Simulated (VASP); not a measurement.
A run of VASP 6.6.1:

Contents of INCAR:

```
SYSTEM = MgS
PREC = Accurate
ENCUT = 520
EDIFF = 1E-6
ISMEAR = -1
SIGMA = 0.05
LREAL = .FALSE.
LASPH = .TRUE.
NELM = 80
ALGO = Normal
ISIF = 2
LWAVE = .FALSE.
LCHARG = .FALSE.
GGA = PE
NBANDS = 11
```

Contents of KPOINTS:

```
Automatic mesh
0
G
  9 9 9
  0 0 0
```

File POSCAR:

```
MgS
1.0
    0.0000000000      2.6188799723      2.6188799723
    2.6188799723      0.0000000000      2.6188799723
    2.6188799723      2.6188799723      0.0000000000
S Mg
1 1
Direct
    0.5000000000      0.5000000000      0.5000000000
    0.0000000000      0.0000000000      0.0000000000
```

Potentials or basis: VASP PAW PBE potentials, release 64 (S, Mg).

Launch:

```sh
$ cat potpaw_PBE.64/S/POTCAR potpaw_PBE.64/Mg/POTCAR > POTCAR
$ mpirun -np 1 vasp_std > vasp.out
```

Hardware: 1 thread of Intel(R) Xeon(R) Platinum 8488C (Sapphire Rapids), on a shared host.

Problem. Estimate the wall time of this run.

Solution. It took 16 s on 1 thread of Intel(R) Xeon(R) Platinum 8488C (Sapphire Rapids) (shared host), peak memory 0.16 GiB. Counts: scf iterations 12, k points 35.
